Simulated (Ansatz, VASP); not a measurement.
**Re in VASP and in Ansatz**

```
CELL_PARAMETERS angstrom
2.76080 0.00000 0.00000
-1.38040 2.39092 0.00000
0.00000 0.00000 4.45820
ATOMIC_POSITIONS crystal
Re 0.33333 0.66667 0.25000
Re 0.66667 0.33333 0.75000
```

Alike in both runs: task single point; functional PBE; k mesh 12 × 12 × 7; no spin polarisation.

|  | VASP | Ansatz |
| --- | --- | --- |
| version | VASP 6.6.1 | Ansatz 0.2.0 |
| potentials or method | VASP PAW PBE potentials, release 64 (Re), cutoff 520 eV | plane waves, PAW |
| occupations | methfessel-paxton of order 1, width 0.1 eV | cold |
| valence electrons in the cell | 14 | 30 |

Ansatz gave:

- pressure (GPa): 6.0
- traceless stress, the component that is largest in VASP (GPa): 0.69

Problem. What did VASP give for the same quantities?

Solution. Pressure (GPa): 5.6; traceless stress, the component that is largest in VASP (GPa): 0.63.

VASP's potentials hold 14 valence electrons a cell and Ansatz's 30, so a difference there can come from the potentials and not from the codes.

Neither program's run includes spin-orbit coupling.
